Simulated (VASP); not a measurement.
# KCl in VASP: notebook, part 2 of 2

VASP 6.6.1.

**4. Single point, PBEsol (equal xx and yy strain of -2 %)**

Input file INCAR:

```
SYSTEM = KCl
PREC = Accurate
ENCUT = 520
EDIFF = 1E-6
ISMEAR = -1
SIGMA = 0.02
LREAL = .False.
LASPH = .True.
NELM = 100
ALGO = Normal
ISIF = 2
LWAVE = .False.
LCHARG = .False.
GGA = PS
NBANDS = 15
```

Input file KPOINTS:

```
Automatic mesh
0
Gamma
  7 7 7
  0 0 0
```

Input file POSCAR:

```
KCl
1.0
    3.5613200000      0.0000000000      0.0000000000
    0.0000000000      3.5613200000      0.0000000000
    0.0000000000      0.0000000000      3.6340000000
K Cl
1 1
Direct
    0.0000000000      0.0000000000      0.0000000000
    0.5000000000      0.5000000000      0.5000000000
```

Potentials or basis: VASP PAW PBE potentials, release 64 (K_sv, Cl).

Started as:

```sh
$ cat potpaw_PBE.64/K_sv/POTCAR potpaw_PBE.64/Cl/POTCAR > POTCAR
$ mpirun -np 1 vasp_std > vasp.out
```

OUTCAR:

```text
SYSTEM = KCl
   PREC = Accurate
   ENCUT = 520
   EDIFF = 1E-6
   ISMEAR = -1
   LREAL = .False.
   LASPH = .True.
   NELM = 100
   ISIF = 2
   GGA = PS

 ion  position               nearest neighbor table
   1  0.000  0.000  0.000-   2 3.11   2 3.11   2 3.11   2 3.11   2 3.11   2 3.11   2 3.11   2 3.11

   2  0.500  0.500  0.500-   1 3.11   1 3.11   1 3.11   1 3.11   1 3.11   1 3.11   1 3.11   1 3.11

  LATTYP: Found a simple tetragonal cell.
 ALAT       =     3.5613200000
 C/A-ratio  =     1.0204081633

  Lattice vectors:

 A1 = (   3.5613200000,   0.0000000000,   0.0000000000)
 A2 = (   0.0000000000,   3.5613200000,   0.0000000000)
 A3 = (   0.0000000000,   0.0000000000,   3.6340000000)

Analysis of symmetry for initial positions (statically):
=====================================================================
 Subroutine PRICEL returns:
 Original cell was already a primitive cell.

 Routine SETGRP: Setting up the symmetry group for a
 simple tetragonal supercell.

 Subroutine GETGRP returns: Found 16 space group operations
 (whereof 16 operations were pure point group operations)
 out of a pool of 16 trial point group operations.

[... 176 lines left out ...]
      6      -0.0825      2.00000
      7       0.0506      2.00000
      8       0.0506      2.00000
      9       5.8150      0.00000
     10       6.3468      0.00000
     11       6.4346      0.00000
     12      11.3110      0.00000
     13      11.3110      0.00000
     14      11.4872      0.00000
[... 401 lines left out ...]
      2     -12.6767      2.00000
      3     -11.0351      2.00000
      4     -10.8370      2.00000
      5     -10.6639      2.00000
      6      -1.6222      2.00000
      7      -0.9111      2.00000
      8       0.1524      2.00000
      9       7.1723      0.00000
     10       8.1257      0.00000
     11       9.8165      0.00000
     12      10.2405      0.00000
     13      10.4102      0.00000
     14      11.5989      0.00000
     15      13.0971      0.00000

 [... further k-points ...]

------------------------ aborting loop because EDIFF is reached ----------------------------------------

  FORCE on cell =-STRESS in cart. coord.  units (eV):
  Direction    XX          YY          ZZ          XY          YZ          ZX
  --------------------------------------------------------------------------------------
  -------------------------------------------------------------------------------------
  Total        1.2100064      1.2100064      0.9023823      0.0000000     -0.0000000     -0.0000000
  in kB       42.0621376     42.0621376     31.3685341      0.0000000     -0.0000000     -0.0000000
  external PRESSURE =      38.4976031 kB  Pullay stress =       0.0000000 kB

 VOLUME and BASIS-vectors are now :
 -----------------------------------------------------------------------------
  energy-cutoff  :      520.00
  volume of cell :       46.09
      direct lattice vectors                 reciprocal lattice vectors
     3.561320000  0.000000000  0.000000000     0.280794761  0.000000000  0.000000000
     0.000000000  3.561320000  0.000000000     0.000000000  0.280794761  0.000000000
     0.000000000  0.000000000  3.634000000     0.000000000  0.000000000  0.275178866

 POSITION                                       TOTAL-FORCE (eV/Angst)
 -----------------------------------------------------------------------------------
      0.00000      0.00000      0.00000         0.000000      0.000000      0.000000
      1.78066      1.78066      1.81700         0.000000      0.000000      0.000000
 -----------------------------------------------------------------------------------
    total drift:                               -0.000000      0.000000      0.000000

  FREE ENERGIE OF THE ION-ELECTRON SYSTEM (eV)
  ---------------------------------------------------
  free  energy   TOTEN  =        -6.8451578978 eV

  energy  without entropy=       -6.8451578978  energy(sigma->0) =       -6.84515790
```

Wall time 12 s (1 thread of Intel Xeon Platinum 8488C (Sapphire Rapids), shared host); peak memory 0.16 GiB.

Results:

```yaml
Free_energy: -6.8452 eV
Pressure: 3.8 GPa
Band_gap_on_the_k_mesh: 5.56 eV, indirect (least direct gap 5.76 eV)
```

Levels at points of the mesh, in eV from the valence-band top:
```csv
k point,band 6,band 7,band 8,band 9,band 10,band 11
"(0.00, 0.00, 0.00)",-0.34,-0.20,-0.20,5.56,6.09,6.18
```

Caveat: the cell differs from its parent crystal (equal xx and yy strain of -2 %); the PAW data sets were made with another functional, which shifts forces and pressure a little.

**5. Single point, PBEsol (zz strain of -2 %)**

Input file INCAR:

```
SYSTEM = KCl
ALGO = Normal
EDIFF = 1E-7
ENCUT = 520
GGA = PS
ISIF = 2
ISMEAR = -1
LASPH = .True.
LCHARG = .True.
LELF = .True.
LREAL = .False.
LVHAR = .True.
LWAVE = .False.
NBANDS = 15
NELM = 100
PREC = Accurate
SIGMA = 0.02
```

Input file KPOINTS:

```
k-points
0
Gamma
  7 7 7
  0 0 0
```

Input file POSCAR:

```
KCl
1.0
    3.6340000000      0.0000000000      0.0000000000
    0.0000000000      3.6340000000      0.0000000000
    0.0000000000      0.0000000000      3.5613200000
K Cl
1 1
Direct
    0.0000000000      0.0000000000      0.0000000000
    0.5000000000      0.5000000000      0.5000000000
```

Potentials or basis: VASP PAW PBE potentials, release 64 (K_sv, Cl).

Started as:

```sh
$ cat potpaw_PBE.64/K_sv/POTCAR potpaw_PBE.64/Cl/POTCAR > POTCAR
$ mpirun -np 1 vasp_std > vasp.out
```

OUTCAR:

```text
SYSTEM = KCl
   EDIFF = 1E-7
   ENCUT = 520
   GGA = PS
   ISIF = 2
   ISMEAR = -1
   LASPH = .True.
   LREAL = .False.
   NELM = 100
   PREC = Accurate

 ion  position               nearest neighbor table
   1  0.000  0.000  0.000-   2 3.13   2 3.13   2 3.13   2 3.13   2 3.13   2 3.13   2 3.13   2 3.13

   2  0.500  0.500  0.500-   1 3.13   1 3.13   1 3.13   1 3.13   1 3.13   1 3.13   1 3.13   1 3.13

  LATTYP: Found a simple tetragonal cell.
 ALAT       =     3.6340000000
 C/A-ratio  =     0.9800000000

  Lattice vectors:

 A1 = (   3.6340000000,   0.0000000000,   0.0000000000)
 A2 = (   0.0000000000,   3.6340000000,   0.0000000000)
 A3 = (   0.0000000000,   0.0000000000,   3.5613200000)

Analysis of symmetry for initial positions (statically):
=====================================================================
 Subroutine PRICEL returns:
 Original cell was already a primitive cell.

 Routine SETGRP: Setting up the symmetry group for a
 simple tetragonal supercell.

 Subroutine GETGRP returns: Found 16 space group operations
 (whereof 16 operations were pure point group operations)
 out of a pool of 16 trial point group operations.

The static configuration has the point symmetry D_4h.

Analysis of symmetry for dynamics (positions and initial velocities):
=====================================================================
 Subroutine PRICEL returns:
 Original cell was already a primitive cell.

 Routine SETGRP: Setting up the symmetry group for a
 simple tetragonal supercell.

 Subroutine GETGRP returns: Found 16 space group operations
 (whereof 16 operations were pure point group operations)
 out of a pool of 16 trial point group operations.

The dynamic configuration has the point symmetry D_4h.

 Subroutine INISYM returns: Found 16 space group operations
 (whereof 16 operations are pure point group operations),
 and found     1 'primitive' translations

----------------------------------------------------------------------------------------

                                     Primitive cell

  volume of cell :      47.0306

  direct lattice vectors                    reciprocal lattice vectors
     3.634000000  0.000000000  0.000000000     0.275178866  0.000000000  0.000000000
     0.000000000  3.634000000  0.000000000     0.000000000  0.275178866  0.000000000
     0.000000000  0.000000000  3.561320000     0.000000000  0.000000000  0.280794761

  length of vectors
     3.634000000  3.634000000  3.561320000     0.275178866  0.275178866  0.280794761

  position of ions in fractional coordinates (direct lattice)
     0.000000000  0.000000000  0.000000000
     0.500000000  0.500000000  0.500000000

  ion indices of the primitive-cell ions
   primitive index   ion index
                 1           1
                 2           2

----------------------------------------------------------------------------------------

[... 28 lines left out ...]
  0.285714  0.000000  0.000000      4.000000
  0.428571  0.000000  0.000000      4.000000
  0.142857  0.142857  0.000000      4.000000
  0.285714  0.142857  0.000000      8.000000
[... 16 lines left out ...]
  0.285714  0.000000  0.285714      8.000000
  0.428571  0.000000  0.285714      8.000000
 [... further k-points ...]
   k-points           NKPTS =     40   k-points in BZ     NKDIM =     40   number of bands    NBANDS=     15
   number of dos      NEDOS =    301   number of ions     NIONS =      2
   total plane-waves  NPLWV =  21952
   dimension x,y,z NGX =    28 NGY =   28 NGZ =   28
   dimension x,y,z NGXF=    56 NGYF=   56 NGZF=   56
   ions per type =               1   1
   NGX,Y,Z   is equivalent  to a cutoff of  12.81, 12.81, 13.07 a.u.
   NGXF,Y,Z  is equivalent  to a cutoff of  25.62, 25.62, 26.14 a.u.
 SYSTEM =  KCl
   PREC   = accura    normal or accurate (medium, high low for compatibility)
   ISTART =      0    job   : 0-new  1-cont  2-samecut
   ICHARG =      2    charge: 1-file 2-atom 10-const
   ISPIN  =      1    spin polarized calculation?
   LNONCOLLINEAR =      F non collinear calculations
   LSORBIT =      F    spin-orbit coupling
   LASPH  =      T    aspherical Exc in radial PAW
   ENCUT  =  520.0 eV  38.22 Ry    6.18 a.u.   6.76  6.76  6.62*2*pi/ulx,y,z
   NELM   =    100;   NELMIN=  2; NELMDL= -5     # of ELM steps
   EDIFF  = 0.1E-06   stopping-criterion for ELM
   LREAL  =      F    real-space projection
   EDIFFG = 0.1E-05   stopping-criterion for IOM
   NSW    =      0    number of steps for IOM
   IBRION =     -1    ionic relax: 0-MD 1-quasi-New 2-CG
   NFREE  =      0    steps in history (QN), initial steepest desc. (CG)
   ISIF   =      2    stress and relaxation
   ISYM   =      2    0-nonsym 1-usesym 2-fastsym
   POTIM  = 0.5000    time-step for ionic-motion
   TEBEG  =    0.0;   TEEND  =   0.0 temperature during run
   PSTRESS=    0.0 pullay stress
   NELECT =      16.0000    total number of electrons
   NUPDOWN=      -1.0000    fix difference up-down
   EMIN   =  10.00;   EMAX   =-10.00  energy-range for DOS
   EFERMI =   0.00;   METHOD = LEGACY
   ISMEAR =    -1;   SIGMA  =   0.02  broadening in eV -4-tet -1-fermi 0-gaus
   EFERMI_NEDOS =   21; number of points for ismear=-14 and -15
   IALGO  =     38    algorithm
   IMIX   =      4    mixing-type and parameters
     AMIX     =   0.40;   BMIX     =  1.00
     AMIX_MAG =   1.60;   BMIX_MAG =  1.00
  volume/ion in A,a.u.               =      23.52       158.69
  Fermi-wavevector in a.u.,A,eV,Ry     =   1.142846  2.159667 17.770542  1.306098
  Thomas-Fermi vector in A             =   2.279543
   LORBIT       =      0    0 simple, 1 ext, 2 COOP (PROOUT), +10 PAW based schemes
   GGA     = PS    functional components
   LHFCALC =     F    Hartree Fock is set to
   AEXX    =    0.0000 exact exchange contribution
   IVDW    =     0    specifies the selected vdW correction
   LEPSILON=     F    determine dielectric tensor
   LRPA    =     F    only Hartree local field effects (RPA)
 non-spin polarized calculation
  energy-cutoff  :      520.00
  volume of cell :       47.03
 maximum number of plane-waves:      1281
 NGX is ok and might be reduce to    28
   NGX = 13   NGY = 13   NGZ = 13

 number of electron      16.0000003 magnetization

 Free energy of the ion-electron system (eV)
  ---------------------------------------------------
  ext. energy  EPLUGINS =         0.00000000
  ---------------------------------------------------
  free energy    TOTEN  =        -6.86574641 eV

  energy without entropy =       -6.86574641  energy(sigma->0) =       -6.86574641

 E-fermi :   0.6342     XC(G=0):  -9.1265

 val. band max:        0.1636065772   @ k =   0.4286   0.4286   0.0000
 cond. band min:       5.5805280225   @ k =   0.0000   0.0000   0.0000
 fundamental gap:      5.4169214453
 Fermi energy:         0.6342168007

 k-point     1 :       0.0000    0.0000    0.0000
  band No.  band energies     occupation
      1     -27.5151      2.00000
      2     -12.8348      2.00000
      3     -10.9270      2.00000
      4     -10.9270      2.00000
      5     -10.9019      2.00000
      6      -0.1644      2.00000
      7      -0.1644      2.00000
      8      -0.0304      2.00000
      9       5.5805      0.00000
     10       6.2450      0.00000
     11       6.3575      0.00000
     12      11.0783      0.00000
     13      11.2575      0.00000
     14      11.2575      0.00000
[... 401 lines left out ...]
      2     -12.7498      2.00000
      3     -11.1869      2.00000
      4     -10.9638      2.00000
      5     -10.8365      2.00000
      6      -1.6642      2.00000
      7      -1.0000      2.00000
      8      -0.0651      2.00000
      9       7.0949      0.00000
     10       7.8460      0.00000
     11       9.5594      0.00000
     12       9.9952      0.00000
     13      10.1705      0.00000
     14      11.4720      0.00000
     15      12.9818      0.00000

 [... further k-points ...]

------------------------ aborting loop because EDIFF is reached ----------------------------------------

  FORCE on cell =-STRESS in cart. coord.  units (eV):
  Direction    XX          YY          ZZ          XY          YZ          ZX
  --------------------------------------------------------------------------------------
  -------------------------------------------------------------------------------------
  Total        0.8004253      0.8004253      1.1114386      0.0000000      0.0000000     -0.0000000
  in kB       27.2678277     27.2678277     37.8630167      0.0000000      0.0000000     -0.0000000
  external PRESSURE =      30.7995574 kB  Pullay stress =       0.0000000 kB

 VOLUME and BASIS-vectors are now :
 -----------------------------------------------------------------------------
  energy-cutoff  :      520.00
  volume of cell :       47.03
      direct lattice vectors                 reciprocal lattice vectors
     3.634000000  0.000000000  0.000000000     0.275178866  0.000000000  0.000000000
     0.000000000  3.634000000  0.000000000     0.000000000  0.275178866  0.000000000
     0.000000000  0.000000000  3.561320000     0.000000000  0.000000000  0.280794761

 POSITION                                       TOTAL-FORCE (eV/Angst)
 -----------------------------------------------------------------------------------
      0.00000      0.00000      0.00000         0.000000      0.000000      0.000000
      1.81700      1.81700      1.78066         0.000000      0.000000      0.000000
 -----------------------------------------------------------------------------------
    total drift:                               -0.000000      0.000000      0.000000

  FREE ENERGIE OF THE ION-ELECTRON SYSTEM (eV)
  ---------------------------------------------------
  free  energy   TOTEN  =        -6.8657464054 eV

  energy  without entropy=       -6.8657464054  energy(sigma->0) =       -6.86574641
```

OSZICAR:

```text
N       E                     dE             d eps       ncg     rms          rms(c)
DAV:   1     0.103980823791E+03    0.10398E+03   -0.74902E+03  1200   0.995E+02
DAV:   2    -0.179202282249E+01   -0.10577E+03   -0.98193E+02  1589   0.250E+02
DAV:   3    -0.695758930037E+01   -0.51656E+01   -0.51429E+01  1664   0.488E+01
DAV:   4    -0.710919944354E+01   -0.15161E+00   -0.15157E+00  1734   0.782E+00
DAV:   5    -0.711047912266E+01   -0.12797E-02   -0.12797E-02  1699   0.783E-01    0.378E+00
DAV:   6    -0.689353213517E+01    0.21695E+00   -0.21219E-01  1466   0.335E+00    0.318E+00
DAV:   7    -0.686498574026E+01    0.28546E-01   -0.71853E-02  1620   0.200E+00    0.180E+00
DAV:   8    -0.686569063676E+01   -0.70490E-03   -0.15517E-02  1618   0.985E-01    0.245E-01
DAV:   9    -0.686561482796E+01    0.75809E-04   -0.49895E-04  1543   0.152E-01    0.944E-02
DAV:  10    -0.686574887131E+01   -0.13404E-03   -0.18912E-04  1404   0.109E-01    0.316E-02
DAV:  11    -0.686574561150E+01    0.32598E-05   -0.12752E-05  1683   0.269E-02    0.108E-02
DAV:  12    -0.686574650028E+01   -0.88878E-06   -0.69295E-07  1314   0.654E-03    0.235E-03
DAV:  13    -0.686574640539E+01    0.94891E-07   -0.50058E-08  1342   0.202E-03
   1 F= -.68657464E+01 E0= -.68657464E+01  d E =-.709507E-12
```

It took 14 s on 1 thread of Intel Xeon Platinum 8488C (Sapphire Rapids), shared host; peak memory 0.17 GiB.

Results:

```yaml
Free_energy: -6.8657 eV
Pressure: 3.1 GPa
Band_gap_on_the_k_mesh: 5.42 eV, indirect (least direct gap 5.61 eV)
```

Caveat: the cell differs from its parent crystal (zz strain of -2 %); the PAW data sets were made with another functional, which shifts forces and pressure a little. A k mesh can miss the band edges.

**6. The runs side by side**

| cell | gap on the mesh (eV) | pressure (GPa) |
| --- | --- | --- |
| a = 3.705 Å, 2 atoms | 5.10 | 0.7 |
| a = 3.635 Å, angles 88.3°, 2 atoms | 5.40 | 2.5 |
| a = 3.561, b = 3.561, c = 3.634 Å, 2 atoms | 5.56 | 3.8 |
| a = 3.634, b = 3.634, c = 3.561 Å, 2 atoms | 5.42 | 3.1 |

Alike in all rows: task single point; level PBEsol; potentials or basis VASP PAW PBE potentials, release 64 (K_sv, Cl); no spin polarisation; k mesh 7 × 7 × 7; cutoff (eV) 520; smearing fermi-dirac 0.02 eV.

Caveats: the PAW data sets were made with another functional, which shifts forces and pressure a little.

Absolute energies hang on the potentials; compare differences alone.
